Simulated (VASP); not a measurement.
Runs of VASP 6.6.1 on Ni. The structure is that of space group P6_3/mmc (No. 194), or close to it. The cells are those of the table. 

```csv
task,level,cell,cutoff (eV),gap on the mesh (eV),pressure (GPa),moment (μB)
single point,BLYP+D3(BJ),"a = 2.463, b = 2.463, c = 4.036 Å, angles 90.0, 90.0, 120.0°, 2 atoms",520,none,0.0,1.10
single point,PBEsol,"a = 2.452, b = 2.452, c = 4.013 Å, angles 90.0, 90.0, 120.0°, 2 atoms",520,none,0.0,1.15
single point,PBEsol+D3(BJ),"a = 2.428, b = 2.428, c = 3.975 Å, angles 90.0, 90.0, 120.0°, 2 atoms",520,none,(a),1.13
relaxation of cell and atoms,PBEsol,"relaxed from a = 2.448, b = 2.448, c = 4.073 Å, angles 90.0, 90.0, 120.0°, 2 atoms",600,none,0.0,1.15
```

Alike in all rows: potentials or basis VASP PAW PBE potentials, release 64 (Ni); spin collinear, ferromagnetic start; k mesh 15 × 15 × 8; smearing fermi-dirac 0.15 eV.

Fill in the values left out.

(a) -0.1.

Caveats: the PAW data sets were made with another functional, which shifts forces and pressure a little; pairwise dispersion overbinds metals, which lowers pressure and volume (some runs).

A gap of «none» marks levels without a gap at the run's occupations.
